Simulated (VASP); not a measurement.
**B4MoRu: single point with PBE**

B4MoRu:

```
B Mo Ru
1.0
     2.42884   -3.82669    0.00000
     2.42884    3.82669    0.00000
     0.00000    0.00000    2.89298
B Mo Ru
4 1 1
Direct
  0.21267 0.78733 0.00000
  0.78733 0.21267 0.00000
  0.00000 0.50000 0.50000
  0.50000 0.00000 0.50000
  0.50000 0.50000 0.00000
  0.00000 0.00000 0.50000
```

The cell was built from a structure type or drawn by symmetry, and may not be a known phase.

```json
{
  "Program": "VASP 6.6.1",
  "Task": "single point",
  "Functional": "PBE",
  "Potentials or basis": "VASP PAW PBE potentials, release 64 (B, Mo_sv, Ru_pv)",
  "Cutoff": "520 eV",
  "k mesh": "4 × 4 × 6",
  "Occupations": "gaussian, width 0.1 eV",
  "Spin": "no spin polarisation",
  "Dipole correction": "no",
  "Further INCAR settings": "ALGO = Normal; EDIFF = 1e-07; NBANDS = 29"
}
```

The pressure is 0.1 GPa and the largest force is 0.012 eV/Å. The band gap on the k mesh is zero (bands 20 and 21 overlap by 1.27 eV).

Forces in eV/Å, atoms in the order of the input:
```
B    0.000  0.012  0.000
B    0.000 -0.012  0.000
B    0.000  0.000  0.000
B    0.000  0.000  0.000
Mo   0.000  0.000  0.000
Ru   0.000  0.000  0.000
```

Stress tensor (GPa, compression positive):
```
 0.20  0.00  0.00
 0.00  0.21  0.00
 0.00  0.00 -0.05
```

Levels at points of the mesh, in eV from the Fermi level:
```tsv
k point	band 16	band 17	band 18	band 19	band 20	band 21	band 22	band 23	band 24	band 25
(0.00, 0.00, 0.00)	-3.38	-2.84	-2.68	-1.95	-1.12	-0.02	1.45	1.91	2.04	2.34
(0.50, 0.00, 0.00)	-3.61	-2.91	-2.11	-1.87	-1.21	-0.05	0.24	1.22	1.83	1.94
(0.50, 0.50, 0.00)	-3.06	-1.98	-1.00	-0.44	0.26	1.79	1.90	2.49	2.70	3.61
(0.00, 0.00, 0.50)	-4.12	-3.67	-3.36	-1.49	-0.06	1.68	1.69	1.73	3.22	3.76
(0.50, 0.00, 0.50)	-2.58	-2.03	-1.97	-1.62	0.32	0.56	1.27	1.62	1.96	2.33
(0.50, 0.50, 0.50)	-4.49	-4.03	-2.37	-1.26	-0.78	-0.72	0.12	0.94	1.07	4.40
```

Wall time 78 s on 1 thread of Intel Xeon 8259CL, with other jobs on the host, peak memory 0.2 GiB.

Caveat: the k points lie up to 0.38 Å⁻¹ apart, too coarse for converged energies and pressures of a metal.
